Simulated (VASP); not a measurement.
# SiC5 (P6/mmm) in VASP: further runs

The runs below take SiC5 through single point, relaxation of cell and atoms, with PBE.

All numbers are computed with VASP 6.6.1; they aren't measurements. Logs are shortened: lines on timing, memory, paths and dates and some standing lists are left out, and cuts for length are marked.

**1. The cell of the first run**

The structure is hexagonal, space group P6/mmm (No. 191). Conventional cell: a = 2.440 Å, b = 2.440 Å, c = 16.839 Å, α = 90.00°, β = 90.00°, γ = 120.00°. Within 3.2 Å of Si (site symmetry 6/mmm) lie 6 Si at 2.44 Å. Within 3.2 Å of C (site symmetry 6/mmm) lie 6 C at 2.44 Å. C (site symmetry 3m) has 3 C at 1.41 Å within 1.9 Å.

**2. Single point, PBE**

The input, INCAR:

```
SYSTEM = SiC5
PREC     = Accurate       ! precision mode
ENCUT    = 520            ! plane-wave cutoff, eV
EDIFF    = 1E-6           ! SCF threshold, eV
ISMEAR   = 0              ! smearing method
SIGMA    = 0.01           ! smearing width, eV
LREAL    = .False.        ! projectors in reciprocal space
LASPH    = .True.         ! aspherical terms in the spheres
NELM     = 60             ! most SCF steps
ALGO     = Normal         ! electronic algorithm
ISIF     = 2              ! what is computed and relaxed
LWAVE    = .False.        ! write WAVECAR
LCHARG   = .True.         ! write CHGCAR
GGA      = PE             ! functional
LELF     = .True.         ! ELF
LVHAR    = .True.       
NBANDS   = 21             ! bands
```

The input, KPOINTS:

```
Automatic mesh
0
Gamma
  18 18 4
  0 0 0
```

The input, POSCAR:

```
SiC5
1.0
    2.4395025953      0.0000000000      0.0000000000
   -1.2197512976      2.1126712202      0.0000000000
    0.0000000000      0.0000000000     16.8385504802
Si C
1 5
Direct
    0.0000000000      0.0000000000      0.5000000000
    0.0000000000      0.0000000000      0.0000000000
    0.3333333333      0.6666666667      0.7581623312
    0.6666666667      0.3333333333      0.7581623312
    0.3333333333      0.6666666667      0.2418376688
    0.6666666667      0.3333333333      0.2418376688
```

Potentials or basis: VASP PAW PBE potentials, release 64 (Si, C).

Command:

```console
cat potpaw_PBE.64/Si/POTCAR potpaw_PBE.64/C/POTCAR > POTCAR
mpirun -np 1 vasp_std > vasp.out
```

OUTCAR:

```text
SYSTEM = SiC5
   PREC = Accurate
   ENCUT = 520
   EDIFF = 1E-6
   ISMEAR = 0
   LREAL = .False.
   LASPH = .True.
   NELM = 60
   ISIF = 2
   GGA = PE

 ion  position               nearest neighbor table
   1  0.000  0.000  0.500-
   2  0.000  0.000  0.000-
   3  0.333  0.667  0.758-   4 1.41   4 1.41   4 1.41
   4  0.667  0.333  0.758-   3 1.41   3 1.41   3 1.41
   5  0.333  0.667  0.242-   6 1.41   6 1.41   6 1.41
   6  0.667  0.333  0.242-   5 1.41   5 1.41   5 1.41

  LATTYP: Found a hexagonal cell.
 ALAT       =     2.4395025953
 C/A-ratio  =     6.9024523740

  Lattice vectors:

 A1 = (   2.4395025953,   0.0000000000,   0.0000000000)
 A2 = (  -1.2197512976,   2.1126712202,   0.0000000000)
 A3 = (   0.0000000000,   0.0000000000,  16.8385504802)

Analysis of symmetry for initial positions (statically):
=====================================================================
 Subroutine PRICEL returns:
 Original cell was already a primitive cell.

 Routine SETGRP: Setting up the symmetry group for a
 hexagonal supercell.

 Subroutine GETGRP returns: Found 24 space group operations
 (whereof 24 operations were pure point group operations)
 out of a pool of 24 trial point group operations.

The static configuration has the point symmetry D_6h.

Analysis of symmetry for dynamics (positions and initial velocities):
=====================================================================
 Subroutine PRICEL returns:
 Original cell was already a primitive cell.

 Routine SETGRP: Setting up the symmetry group for a
 hexagonal supercell.

 Subroutine GETGRP returns: Found 24 space group operations
 (whereof 24 operations were pure point group operations)
 out of a pool of 24 trial point group operations.

The dynamic configuration has the point symmetry D_6h.

 Subroutine INISYM returns: Found 24 space group operations
 (whereof 24 operations are pure point group operations),
 and found     1 'primitive' translations

----------------------------------------------------------------------------------------

                                     Primitive cell

  volume of cell :      86.7836

  direct lattice vectors                    reciprocal lattice vectors
     2.439502595  0.000000000  0.000000000     0.409919629  0.236667208  0.000000000
[... 94 lines left out ...]
   EDIFF  = 0.1E-05   stopping-criterion for ELM
   LREAL  =      F    real-space projection
   EDIFFG = 0.1E-04   stopping-criterion for IOM
   NSW    =      0    number of steps for IOM
   IBRION =     -1    ionic relax: 0-MD 1-quasi-New 2-CG
   NFREE  =      0    steps in history (QN), initial steepest desc. (CG)
   ISIF   =      2    stress and relaxation
   ISYM   =      2    0-nonsym 1-usesym 2-fastsym
   POTIM  = 0.5000    time-step for ionic-motion
   TEBEG  =    0.0;   TEEND  =   0.0 temperature during run
   PSTRESS=    0.0 pullay stress
   NELECT =      24.0000    total number of electrons
   NUPDOWN=      -1.0000    fix difference up-down
   EMIN   =  10.00;   EMAX   =-10.00  energy-range for DOS
   EFERMI =   0.00;   METHOD = LEGACY
   ISMEAR =     0;   SIGMA  =   0.01  broadening in eV -4-tet -1-fermi 0-gaus
   EFERMI_NEDOS =   21; number of points for ismear=-14 and -15
   IALGO  =     38    algorithm
   IMIX   =      4    mixing-type and parameters
     AMIX     =   0.40;   BMIX     =  1.00
     AMIX_MAG =   1.60;   BMIX_MAG =  1.00
  volume/ion in A,a.u.               =      14.46        97.61
  Fermi-wavevector in a.u.,A,eV,Ry     =   1.066594  2.015571 15.478307  1.137623
  Thomas-Fermi vector in A             =   2.202184
   LORBIT       =      0    0 simple, 1 ext, 2 COOP (PROOUT), +10 PAW based schemes
   GGA     = PE    functional components
   LHFCALC =     F    Hartree Fock is set to
   AEXX    =    0.0000 exact exchange contribution
   IVDW    =     0    specifies the selected vdW correction
   LEPSILON=     F    determine dielectric tensor
   LRPA    =     F    only Hartree local field effects (RPA)
 non-spin polarized calculation
 Gauss-broadening in eV      SIGMA  =   0.01
  energy-cutoff  :      520.00
  volume of cell :       86.78
 maximum number of plane-waves:      2377
   NGX =  9   NGY =  9   NGZ = 63

 number of electron      23.9999997 magnetization

 Free energy of the ion-electron system (eV)
  ---------------------------------------------------
  ext. energy  EPLUGINS =         0.00000000
  ---------------------------------------------------
  free energy    TOTEN  =       -44.99598792 eV

  energy without entropy =      -44.99576427  energy(sigma->0) =      -44.99587610

 E-fermi :   2.1500     XC(G=0):  -8.5072

 val. band max:        2.1468279867   @ k =   0.2778   0.2778   0.0000
 cond. band min:       2.1562339309   @ k =   0.3333   0.0556   0.0000
 fundamental gap:      0.0094059442
 Fermi energy:         2.1499778877

 k-point     1 :       0.0000    0.0000    0.0000
  band No.  band energies     occupation
      1     -16.9903      2.00000
      2     -16.9902      2.00000
      3     -10.8571      2.00000
      4      -9.6443      2.00000
      5      -5.0540      2.00000
      6      -5.0263      2.00000
[... 565 lines left out ...]
     20      11.7492      0.00000
     21      11.7653      0.00000

 [... further k-points ...]

------------------------ aborting loop because EDIFF is reached ----------------------------------------

  FORCE on cell =-STRESS in cart. coord.  units (eV):
  Direction    XX          YY          ZZ          XY          YZ          ZX
  --------------------------------------------------------------------------------------
  -------------------------------------------------------------------------------------
  Total        0.1351060      0.1351060     -0.0120178      0.0000000     -0.0000000     -0.0000000
  in kB        2.4942925      2.4942925     -0.2218698      0.0000000     -0.0000000     -0.0000000
  external PRESSURE =       1.5889051 kB  Pullay stress =       0.0000000 kB

 VOLUME and BASIS-vectors are now :
 -----------------------------------------------------------------------------
  energy-cutoff  :      520.00
  volume of cell :       86.78
      direct lattice vectors                 reciprocal lattice vectors
     2.439502595  0.000000000  0.000000000     0.409919629  0.236667208  0.000000000
    -1.219751298  2.112671220  0.000000000     0.000000000  0.473334417  0.000000000
     0.000000000  0.000000000 16.838550480     0.000000000  0.000000000  0.059387535

 POSITION                                       TOTAL-FORCE (eV/Angst)
 -----------------------------------------------------------------------------------
      0.00000      0.00000      8.41928         0.000000     -0.000000     -0.000000
      0.00000      0.00000      0.00000        -0.000000     -0.000000     -0.000000
     -0.00000      1.40845     12.76635        -0.000000     -0.000000      0.000422
      1.21975      0.70422     12.76635         0.000000      0.000000      0.000422
     -0.00000      1.40845      4.07220        -0.000000      0.000000     -0.000422
      1.21975      0.70422      4.07220        -0.000000     -0.000000     -0.000422
 -----------------------------------------------------------------------------------
    total drift:                               -0.000000     -0.000000      0.000000

  FREE ENERGIE OF THE ION-ELECTRON SYSTEM (eV)
  ---------------------------------------------------
  free  energy   TOTEN  =       -44.9959879174 eV

  energy  without entropy=      -44.9957642747  energy(sigma->0) =      -44.99587610
```

OSZICAR:

```text
N       E                     dE             d eps       ncg     rms          rms(c)
DAV:   1     0.845405414254E+02    0.84541E+02   -0.10932E+04  4662   0.992E+02
DAV:   2    -0.402165755567E+02   -0.12476E+03   -0.12018E+03  6325   0.196E+02
DAV:   3    -0.481621972026E+02   -0.79456E+01   -0.78484E+01  5774   0.477E+01
DAV:   4    -0.482819012112E+02   -0.11970E+00   -0.11931E+00  6310   0.687E+00
[... 15 lines left out ...]
DAV:  20    -0.449959930933E+02    0.79707E-05   -0.48165E-07  4177   0.425E-03    0.169E-02
DAV:  21    -0.449959973551E+02   -0.42618E-05   -0.10446E-06  4510   0.421E-03    0.251E-02
DAV:  22    -0.449959901368E+02    0.72183E-05   -0.65140E-07  4136   0.344E-03    0.111E-02
DAV:  23    -0.449959882033E+02    0.19335E-05   -0.13987E-07  3582   0.180E-03    0.452E-03
DAV:  24    -0.449959879174E+02    0.28587E-06   -0.12080E-08  2931   0.599E-04
   1 F= -.44995988E+02 E0= -.44995876E+02  d E =-.223643E-03
```

Wall time 2.9 min (1 thread of AMD EPYC 9R45 (Zen 5), shared host); peak memory 0.26 GiB.

Results:

| Quantity | Value |
| --- | --- |
| Free energy | -44.9960 eV |
| Pressure | 0.2 GPa |
| Band gap on the k mesh | zero (band 12 reaches 2.63 eV, above the bottom of band 13 at 1.87 eV) |

Levels at points of the mesh, in eV from the Fermi level:
```
           k point  band 8  band 9  band 10  band 11  band 12  band 13  band 14  band 15  band 16  band 17
(0.00, 0.00, 0.00)   -2.40   -2.40    -2.40    -2.40    -2.17     2.90     5.40     5.40     5.58     5.72
(0.50, 0.00, 0.00)   -5.68   -4.52    -3.60    -1.77    -1.77     1.24     2.27     2.35     2.96     3.49
(0.00, 0.00, 0.50)   -2.40   -2.40    -2.40    -2.40    -2.17     2.94     5.00     5.40     5.40     6.98
(0.50, 0.00, 0.50)   -5.68   -4.52    -3.60    -1.77    -1.77     1.24     2.25     2.38     2.95     3.49
```

**3. Single point, PBE**

INCAR, as its differences from that of step 2:

```diff
@@ -5,3 +5,3 @@
 ISMEAR   = 0              ! smearing method
-SIGMA    = 0.01           ! smearing width, eV
+SIGMA    = 0.1            ! smearing width, eV
 LREAL    = .False.        ! projectors in reciprocal space
@@ -12,6 +12,4 @@
 LWAVE    = .False.        ! write WAVECAR
-LCHARG   = .True.         ! write CHGCAR
+LCHARG   = .False.        ! write CHGCAR
 GGA      = PE             ! functional
-LELF     = .True.         ! ELF
-LVHAR    = .True.       
 NBANDS   = 21             ! bands
```

KPOINTS is that of step 2.

POSCAR is that of step 2.

Potentials or basis: VASP PAW PBE potentials, release 64 (Si, C).

Command:

```console
cat potpaw_PBE.64/Si/POTCAR potpaw_PBE.64/C/POTCAR > POTCAR
mpirun -np 1 vasp_std > vasp.out
```

OUTCAR:

```text
SYSTEM = SiC5
   PREC = Accurate
   ENCUT = 520
   EDIFF = 1E-6
   ISMEAR = 0
   LREAL = .False.
   LASPH = .True.
   NELM = 60
   ISIF = 2
   GGA = PE

 ion  position               nearest neighbor table
   1  0.000  0.000  0.500-
   2  0.000  0.000  0.000-
   3  0.333  0.667  0.758-   4 1.41   4 1.41   4 1.41
   4  0.667  0.333  0.758-   3 1.41   3 1.41   3 1.41
   5  0.333  0.667  0.242-   6 1.41   6 1.41   6 1.41
   6  0.667  0.333  0.242-   5 1.41   5 1.41   5 1.41

[... 782 lines left out ...]
  -------------------------------------------------------------------------------------
  Total        0.1464041      0.1464041     -0.0069028      0.0000000     -0.0000000      0.0000000
  in kB        2.7028740      2.7028740     -0.1274368      0.0000000     -0.0000000      0.0000000
  external PRESSURE =       1.7594371 kB  Pullay stress =       0.0000000 kB

 VOLUME and BASIS-vectors are now :
 -----------------------------------------------------------------------------
  energy-cutoff  :      520.00
  volume of cell :       86.78
      direct lattice vectors                 reciprocal lattice vectors
     2.439502595  0.000000000  0.000000000     0.409919629  0.236667208  0.000000000
    -1.219751298  2.112671220  0.000000000     0.000000000  0.473334417  0.000000000
     0.000000000  0.000000000 16.838550480     0.000000000  0.000000000  0.059387535

 POSITION                                       TOTAL-FORCE (eV/Angst)
 -----------------------------------------------------------------------------------
      0.00000      0.00000      8.41928         0.000000      0.000000      0.000000
      0.00000      0.00000      0.00000         0.000000      0.000000      0.000000
     -0.00000      1.40845     12.76635         0.000000      0.000000      0.000387
      1.21975      0.70422     12.76635        -0.000000      0.000000      0.000387
     -0.00000      1.40845      4.07220        -0.000000      0.000000     -0.000387
      1.21975      0.70422      4.07220         0.000000     -0.000000     -0.000387
 -----------------------------------------------------------------------------------
    total drift:                               -0.000000     -0.000000      0.000000

  FREE ENERGIE OF THE ION-ELECTRON SYSTEM (eV)
  ---------------------------------------------------
  free  energy   TOTEN  =       -44.9982741440 eV

  energy  without entropy=      -44.9945599462  energy(sigma->0) =      -44.99641705
```

OSZICAR:

```text
N       E                     dE             d eps       ncg     rms          rms(c)
DAV:   1     0.845370400502E+02    0.84537E+02   -0.10932E+04  4662   0.992E+02
DAV:   2    -0.402207337952E+02   -0.12476E+03   -0.12017E+03  6325   0.196E+02
DAV:   3    -0.481719828674E+02   -0.79512E+01   -0.78488E+01  5774   0.477E+01
DAV:   4    -0.482914683278E+02   -0.11949E+00   -0.11922E+00  6310   0.687E+00
DAV:   5    -0.482941606492E+02   -0.26923E-02   -0.26915E-02  6027   0.940E-01    0.106E+01
DAV:   6    -0.466802901899E+02    0.16139E+01   -0.23086E+01  5626   0.835E+00    0.771E+00
DAV:   7    -0.462649368507E+02    0.41535E+00   -0.38337E+01  5658   0.422E+00    0.611E+00
DAV:   8    -0.450377848132E+02    0.12272E+01   -0.40997E+00  5405   0.366E+00    0.243E+00
DAV:   9    -0.449954547189E+02    0.42330E-01   -0.24463E-01  5629   0.234E+00    0.615E-01
DAV:  10    -0.449975640270E+02   -0.21093E-02   -0.11784E-02  5281   0.570E-01    0.131E-01
DAV:  11    -0.449980370663E+02   -0.47304E-03   -0.57971E-04  6155   0.141E-01    0.665E-02
DAV:  12    -0.449982570209E+02   -0.21995E-03   -0.22144E-04  5167   0.790E-02    0.136E-02
DAV:  13    -0.449982694660E+02   -0.12445E-04   -0.12524E-05  5852   0.193E-02    0.551E-03
DAV:  14    -0.449982736674E+02   -0.42015E-05   -0.36089E-06  5191   0.104E-02    0.150E-03
DAV:  15    -0.449982741440E+02   -0.47659E-06   -0.61775E-07  4625   0.424E-03
   1 F= -.44998274E+02 E0= -.44996417E+02  d E =-.371420E-02
```

stdout:

```text
POSCAR found type information on POSCAR SiC
 POSCAR found :  2 types and       6 ions
 scaLAPACK will be used
 LDA part: xc-table for (Slater+PW92), standard interpolation
 POSCAR, INCAR and KPOINTS ok, starting setup
 FFT: planning ... GRIDC
 FFT: planning ... GRID_SOFT
 FFT: planning ... GRID
 WAVECAR not read
 entering main loop
```

Wall time 1.9 min (1 thread of AMD EPYC 9R45 (Zen 5), shared host); peak memory 0.26 GiB.

What came out:

- Free energy: -44.9983 eV
- Pressure: 0.2 GPa
- Band gap on the k mesh: zero (band 12 reaches 2.66 eV, above the bottom of band 13 at 1.87 eV)

Levels at points of the mesh, in eV from the Fermi level:
```
           k point  band 10  band 11  band 12  band 13  band 14  band 15
(0.00, 0.00, 0.00)    -2.37    -2.37    -2.17     2.94     5.39     5.39
(0.50, 0.00, 0.00)    -3.61    -1.75    -1.74     1.23     2.30     2.37
(0.00, 0.00, 0.50)    -2.37    -2.37    -2.17     2.98     5.02     5.39
(0.50, 0.00, 0.50)    -3.61    -1.74    -1.74     1.23     2.28     2.40
```

**4. Relaxation of cell and atoms, PBE**

This run uses another cell than the first one, of 13.88 Å³/atom, 0.960 times its volume.

The input, INCAR:

```
PREC = Accurate
ENCUT = 600
EDIFF = 1E-6
ISMEAR = 0
SIGMA = 0.01
LREAL = F
LASPH = T
NELM = 80
ALGO = Normal
ISIF = 3
LWAVE = F
LCHARG = F
GGA = PE
IBRION = 2
NSW = 100
EDIFFG = -0.01
```

The input, KPOINTS:

```
regular mesh
0
Gamma
  18 18 4
```

The input, POSCAR:

```
SiC5
1.0
    2.4381404109      0.0000000000      0.0000000000
   -1.2190702054      2.1114915338      0.0000000000
    0.0000000000      0.0000000000     16.1822995906
Si C
1 5
Direct
    0.0000000000      0.0000000000      0.5000000000
    0.0000000000      0.0000000000      0.0000000000
    0.3333333333      0.6666666667      0.7644374085
    0.6666666667      0.3333333333      0.7644374085
    0.3333333333      0.6666666667      0.2355625915
    0.6666666667      0.3333333333      0.2355625915
```

Command:

```console
cat potpaw_PBE.64/Si/POTCAR potpaw_PBE.64/C/POTCAR > POTCAR
mpirun -np 1 vasp_std > vasp.out
```

Run time: 5.1 min. Hardware: 1 thread of AMD EPYC 9R45 (Zen 5), shared host; peak memory 0.3 GiB.

It converged, with:

| Property | Result |
| --- | --- |
| Free energy | -45.0025 eV |
| Relaxed volume | 13.90 Å³/atom |
| Relaxed cell | a = 2.440 Å, b = 2.440 Å, c = 16.184 Å, α = 90.00°, β = 90.00°, γ = 120.00° |
| Space group after relaxing (to 0.05 Å) | P6/mmm (No. 191) |
| Energy gained by relaxing | 0.0 meV/atom |
| Ionic steps | 3 |
| Pressure after relaxing | 0.0 GPa |
| Largest force after relaxing | 0.005 eV/Å |
| Band gap on the k mesh | zero (band 12 reaches 2.92 eV, above the bottom of band 13 at 2.18 eV) |

Forces on the atoms (eV/Å):
```
Si   0.000  0.000  0.000
C    0.000  0.000  0.000
C    0.000  0.000 -0.005
C    0.000  0.000 -0.005
C    0.000  0.000  0.005
C    0.000  0.000  0.005
```

Step by step:
```
step  energy change (eV)  largest force (eV/Å)  pressure (GPa)  volume (Å³)
   1              0.0000                0.0043            0.29        83.31
   2              0.0003                0.0046           -0.48        83.61
   3             -0.0001                0.0047            0.01        83.41
```

Final structure:
```
Si C
1.0
     2.43958    0.00000    0.00000
    -1.21979    2.11273    0.00000
     0.00000    0.00000   16.18363
Si C
1 5
Direct
  0.00000 0.00000 0.50000
  0.00000 0.00000 0.00000
  0.33333 0.66667 0.76443
  0.66667 0.33333 0.76443
  0.33333 0.66667 0.23557
  0.66667 0.33333 0.23557
```

Levels at points of the mesh, in eV from the Fermi level:
```csv
k point,band 10,band 11,band 12,band 13,band 14,band 15
"(0.00, 0.00, 0.00)",-2.38,-2.38,-2.16,2.95,5.40,5.40
"(0.50, 0.00, 0.00)",-3.60,-1.75,-1.74,1.20,2.30,2.37
"(0.00, 0.00, 0.50)",-2.38,-2.38,-2.16,3.00,5.27,5.40
"(0.50, 0.00, 0.50)",-3.60,-1.75,-1.75,1.20,2.25,2.43
```

**5. Summary**

```tsv
task	cell	cutoff (eV)	smearing	gap on the mesh (eV)	pressure (GPa)
single point	a = 2.440, b = 2.440, c = 16.839 Å, angles 90.0, 90.0, 120.0°, 6 atoms	520	gaussian 0.01 eV	none	0.2
single point	a = 2.440, b = 2.440, c = 16.839 Å, angles 90.0, 90.0, 120.0°, 6 atoms	520	gaussian 0.1 eV	none	0.2
relaxation of cell and atoms	relaxed from a = 2.438, b = 2.438, c = 16.182 Å, angles 90.0, 90.0, 120.0°, 6 atoms	600	gaussian 0.01 eV	none	0.0
```

Alike in all rows: level PBE; potentials or basis VASP PAW PBE potentials, release 64 (Si, C); no spin polarisation; k mesh 18 × 18 × 4.

Absolute energies hang on the potentials; compare differences alone.
